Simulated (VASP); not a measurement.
# I: relaxation of cell and atoms with PBEsol+D3(BJ)

Crystal: I.

```
I
1.0
    -2.08938    2.08938    2.08938
     2.08938   -2.08938    2.08938
     2.08938    2.08938   -2.08938
I
1
Cartesian
  0.0000 0.0000 0.0000
```

```json
{"Program": "VASP 6.6.1", "Task": "relaxation of cell and atoms", "Functional": "PBEsol", "Dispersion": "D3(BJ)", "Potentials or basis": "VASP PAW PBE potentials, release 64 (I)", "Cutoff": "600 eV", "k mesh": "9 × 9 × 9", "Occupations": "fermi-dirac, width 0.05 eV", "Spin": "no spin polarisation", "Dipole correction": "no", "Further INCAR settings": "ALGO = Normal; EDIFF = 1e-06; IBRION = 2; EDIFFG = -0.01; NSW = 60; ISIF = 3"}
```

```yaml
Relaxed_volume: 31.19 Å³/atom
Relaxed_cell: a = 3.435 Å, b = 3.435 Å, c = 3.435 Å, α = 109.47°, β = 109.47°, γ = 109.47°
Space_group_after_relaxing_to_0.1_Å: Im-3m (No. 229)
Energy_gained_by_relaxing: 77.2 meV/atom
Ionic_steps: 5
Pressure_after_relaxing: 0.0 GPa
Band_gap_on_the_k_mesh: zero (an odd number of electrons rules out a gap without spin polarisation)
Dispersion_energy_per_atom: -0.385 eV
```

The path:
```
step  energy change (eV)  largest force (eV/Å)  pressure (GPa)  volume (Å³)
   1              0.0000                0.0000           -3.97        36.48
   2             -0.0753                0.0000           -0.82        31.91
   3             -0.0772                0.0000           -0.08        31.22
   4             -0.0772                0.0000            0.08        31.12
   5             -0.0772                0.0000            0.00        31.19
```

Final structure:
```yaml
crystal:
  lattice:
    - [-1.98309, 1.98309, 1.98309]
    - [1.98309, -1.98309, 1.98309]
    - [1.98309, 1.98309, -1.98309]
  atoms:
    - { symbol: I, position: [0.00000, 0.00000, 0.00000] }
```

Levels at points of the mesh, in eV from the Fermi level:
```
           k point  band 2  band 3  band 4  band 5  band 6  band 7
(0.00, 0.00, 0.00)    1.13    1.13    1.13    7.62    9.76    9.76
```

It took 46 s on 1 thread of Intel Xeon 8259CL, with other jobs on the host, peak memory 0.18 GiB.

Caveat: the PAW data sets were made with another functional, which shifts forces and pressure a little; spin-orbit coupling is left out, which moves the levels of the heavy elements; an odd number of electrons without spin polarisation forces a metal; a magnetic or distorted state may lie lower.
